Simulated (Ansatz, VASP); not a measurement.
# One calculation of ZnCd2S, two programs

```xyz
8
Lattice="3.7335 0.0000 0.0000 -1.8668 3.2333 0.0000 0.0000 0.0000 14.4061" Properties=species:S:1:pos:R:3 pbc="T T T"
Zn    0.0000    0.0000    0.0000
Zn    0.0000    0.0000    7.2030
Cd    0.0000    2.1555    1.9177
Cd    1.8668    1.0778    9.1208
Cd    1.8668    1.0778   12.4883
Cd    0.0000    2.1555    5.2853
S     0.0000    2.1555   10.8046
S     1.8668    1.0778    3.6015
```

Change from the starting cell: species swapped into the Nb2BS type (P6_3/mmc, No. 194).

Alike in both runs: functional PBE; k mesh 6 × 6 × 2; occupations gaussian, width 0.1 eV; no spin polarisation.

Ansatz relaxed the structure, and its values are those at the end. VASP's run is a single point on that final structure, the one shown.

```csv
,VASP,Ansatz
version,VASP 6.6.1,Ansatz 0.2.0
potentials or method,"VASP PAW PBE potentials, release 64 (Zn, Cd, S), cutoff 520 eV","scalar-relativistic, plane waves, PAW"
valence electrons in the cell,84,116
```

|  | VASP | Ansatz | Ansatz less VASP |
| --- | --- | --- | --- |
| gap on the k mesh at the Fermi level (eV) | none | none | - |
| pressure (GPa) | 0.4 | 0.1 | -0.29 |
| rms of the force components (eV/Å) | 0.008 | 0.001 | -0.0063 |

A gap of «none» marks a metal or a gap that the smearing closes. VASP's potentials hold 84 valence electrons a cell and Ansatz's 116, so a difference there can come from the potentials and not from the codes.
